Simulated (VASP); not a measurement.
Here is a VASP 6.6.1 calculation.

File INCAR:

```
PREC = Accurate ; ENCUT = 520
EDIFF = 1E-6 ; ISMEAR = 0
SIGMA = 0.1 ; LREAL = F
LASPH = T ; NELM = 60
ALGO = Normal ; ISIF = 2
LWAVE = F ; LCHARG = T
LDIPOL = T ; IDIPOL = 3
DIPOL = 0.5 0.5 0.319 ; GGA = PS
LELF = T ; LVHAR = T
LVACPOTAV = T ; NBANDS = 86
```

KPOINTS

```
Automatic mesh
0
Gamma
  5 5 1
```

The input POSCAR:

```
Ti12C
1.0
    5.7352564297      0.0000000000      0.0000000000
    0.0000000000      5.7352564297      0.0000000000
    0.0000000000      0.0000000000     19.2700584075
Ti C
12 1
Direct
    0.2500000000      0.2500000000      0.2075759147
    0.2500000000      0.7500000000      0.2075759147
    0.7500000000      0.2500000000      0.2075759147
    0.7500000000      0.7500000000      0.2075759147
    0.0000000000      0.0000000000      0.3052972905
    0.0000000000      0.5000000000      0.3052972905
    0.5000000000      0.0000000000      0.3052972905
    0.5000000000      0.5000000000      0.3052972905
    0.2500000000      0.2500000000      0.4032192453
    0.2500000000      0.7500000000      0.4032192453
    0.7500000000      0.2500000000      0.4032192453
    0.7500000000      0.7500000000      0.4032192453
    0.3333333333      0.3333333333      0.4890545377
```

Potentials or basis: VASP PAW PBE potentials, release 64 (Ti_sv, C).

Launch:

```bash
$ cat potpaw_PBE.64/Ti_sv/POTCAR potpaw_PBE.64/C/POTCAR > POTCAR
$ mpirun -np 1 vasp_std > vasp.out
```

Problem. Predict the largest force.

Solution. 1.562 eV/Å.

Problem. Estimate the band gap on the k mesh.

Solution. Zero (bands 74 and 75 overlap by 0.23 eV).

Forces on the atoms (eV/Å):
```
Ti   0.029  0.029 -0.204
Ti  -0.060 -0.002  0.131
Ti  -0.002 -0.060  0.131
Ti   0.018  0.018  0.189
Ti  -0.005 -0.005 -0.308
Ti  -0.024  0.200 -0.418
Ti   0.200 -0.024 -0.418
Ti   0.281  0.281 -0.635
Ti  -0.562 -0.562 -0.546
Ti  -0.082 -1.006  0.996
Ti  -1.006 -0.082  0.996
Ti   0.108  0.108  0.031
C    1.104  1.104  0.057
```

Caveat: the PAW data sets were made with another functional, which shifts forces and pressure a little.
